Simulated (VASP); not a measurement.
Set up this calculation in VASP 6.6.1, as the native input.

```
Task                   : single point
Functional             : r2SCAN
Potentials or basis    : VASP PAW PBE potentials, release 64 (Cr_pv)
Cutoff                 : 520 eV
k mesh                 : 17 × 17 × 17
Occupations            : fermi-dirac, width 0.1 eV
Spin                   : no spin polarisation
Dipole correction      : no
Further INCAR settings : ALGO = Normal; EDIFF = 1e-07; NBANDS = 12
```

The system is Cr.

```
Cr
1.0
     0.00000    1.72414    1.72414
     1.72414    0.00000    1.72414
     1.72414    1.72414    0.00000
Cr
1
Direct
  0.00000 0.00000 0.00000
```

This cell differs from its parent crystal: volume scaled by 0.88.

One way to write it, as run:

POSCAR

```
Cr
1.0
    0.0000000000      1.7241351687      1.7241351687
    1.7241351687      0.0000000000      1.7241351687
    1.7241351687      1.7241351687      0.0000000000
Cr
1
Direct
    0.0000000000      0.0000000000      0.0000000000
```

INCAR.step1

```
SYSTEM = Cr
  ALGO = Normal
  EDIFF = 1E-4
  ENCUT = 520
  GGA = PE
  ISMEAR = -1
  LASPH = .True.
  LCHARG = .False.
  LREAL = .False.
  LWAVE = .True.
  NBANDS = 12
  NELM = 60
  PREC = Accurate
  SIGMA = 0.1
```

INCAR.step2

```
SYSTEM = Cr
  ALGO = Normal
  EDIFF = 1E-7
  ENCUT = 520
  ISIF = 2
  ISMEAR = -1
  ISTART = 1
  LASPH = .True.
  LCHARG = .False.
  LMIXTAU = .True.
  LREAL = .False.
  LWAVE = .False.
  METAGGA = R2SCAN
  NBANDS = 12
  NELM = 60
  PREC = Accurate
  SIGMA = 0.1
```

KPOINTS

```
k-points
0
Gamma
  17 17 17
  0 0 0
```

Potentials or basis: VASP PAW PBE potentials, release 64 (Cr_pv).

Launch:

```console
$ cat potpaw_PBE.64/Cr_pv/POTCAR > POTCAR
$ cp INCAR.step1 INCAR
$ mpirun -np 1 vasp_std > vasp.out
$ cp INCAR.step2 INCAR
$ mpirun -np 1 vasp_std > vasp.out
```

It gave:

```
Pressure               : 43.4 GPa
Band gap on the k mesh : zero (band 6 reaches 15.76 eV, above the bottom of band 7 at 11.84 eV)
```

Caveat: the PAW data sets were made with another functional, which shifts forces and pressure a little; the run has no spin polarisation, though such a crystal can be magnetic.

It took 2.1 min on 1 thread of Intel Xeon 8259CL (shared host), peak memory 0.14 GiB.
